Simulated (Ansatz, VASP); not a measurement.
## Two plane-wave programs on CoSn

```
Co Sn
1.0
     5.24604    0.00000    0.00000
    -2.62302    4.54320    0.00000
     0.00000    0.00000    4.18759
Co Sn
3 3
Direct
  0.00000 0.50000 0.00000
  0.50000 0.50000 0.00000
  0.50000 0.00000 0.00000
  0.66667 0.33333 0.50000
  0.33333 0.66667 0.50000
  0.00000 0.00000 0.00000
```

Alike in both runs: task relaxation of cell and atoms; functional PBE; k mesh 9 × 9 × 8; occupations gaussian, width 0.1 eV; no spin polarisation.

|  | VASP | Ansatz |
| --- | --- | --- |
| version | VASP 6.6.1 | Ansatz 0.2.0 |
| potentials or method | VASP PAW PBE potentials, release 64 (Co, Sn_d), cutoff 600 eV | scalar-relativistic, plane waves, PAW |
| valence electrons in the cell | 69 | 93 |

|  | VASP | Ansatz | Ansatz less VASP |
| --- | --- | --- | --- |
| gap on the k mesh at the Fermi level, each at its own relaxed structure (eV) | none | none | - |
| relaxed volume (Å³/atom) | 17.11 | 17.13 | +0.011 |
| relaxed length of the cell vector where the two differ most in proportion (Å) | 4.228 | 4.230 | +0.0020 |

A gap of «none» marks a metal or a gap that the smearing closes. VASP's potentials hold 69 valence electrons a cell and Ansatz's 93, so a difference there can come from the potentials and not from the codes.
